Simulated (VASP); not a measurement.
Write the native input for VASP 6.6.1 that does the following.

```yaml
Task: single point
Functional: PBEsol
Potentials_or_basis: VASP PAW PBE potentials, release 64 (O, Zr_sv, C)
Cutoff: 520 eV
k_mesh: 12 × 12 × 1
Occupations: gaussian, width 0.03 eV
Spin: no spin polarisation
Dipole_correction: yes
Further_INCAR_settings: ALGO = Normal; EDIFF = 1e-06; NBANDS = 28; NELMDL = -8
```

The structure of Zr2CO2 lies in POSCAR:

```
Zr2CO2
1.0
    3.2785809539      0.0000000000      0.0000000000
   -1.6392904769      2.8393343944      0.0000000000
    0.0000000000      0.0000000000     33.0000000016
O Zr C
2 2 1
Direct
    0.6666666667      0.3333333333      0.2121280079
    0.3333333333      0.6666666667      0.3515083557
    0.3333333333      0.6666666667      0.2397599859
    0.6666666667      0.3333333333      0.3238763777
    0.0000000000      0.0000000000      0.2818181818
```

These files were run (other wordings do the same):

INCAR

```
PREC     = Accurate       # precision mode
ENCUT    = 520            # plane-wave cutoff, eV
EDIFF    = 1E-6           # SCF threshold, eV
ISMEAR   = 0              # smearing method
SIGMA    = 0.03           # smearing width, eV
LREAL    = F              # projectors in reciprocal space
LASPH    = T              # aspherical terms in the spheres
NELM     = 120            # most SCF steps
ALGO     = Normal         # electronic algorithm
ISIF     = 2              # what is computed and relaxed
LWAVE    = F              # write WAVECAR
LCHARG   = F              # write CHGCAR
LDIPOL   = T            
IDIPOL   = 3            
DIPOL    = 0.5 0.5 0.282
GGA      = PS             # functional
NBANDS   = 28             # bands
GGA_COMPAT= F            
NELMDL   = -8
```

KPOINTS

```
regular mesh
0
Gamma
  12 12 1
```

Potentials or basis: VASP PAW PBE potentials, release 64 (O, Zr_sv, C).

Command:

```bash
$ cat potpaw_PBE.64/O/POTCAR potpaw_PBE.64/Zr_sv/POTCAR potpaw_PBE.64/C/POTCAR > POTCAR
$ mpirun -np 1 vasp_std > vasp.out
```

Results of the run:

The largest force is 0.034 eV/Å. The band gap on the k mesh is 0.93 eV (least direct gap 1.83 eV).

Caveat: the PAW data sets were made with another functional, which shifts forces and pressure a little.

Run time: 3.4 min on 1 thread of Intel(R) Xeon(R) Platinum 8375C CPU @ 2.90GHz (Ice Lake), on a shared host, peak memory 0.45 GiB.
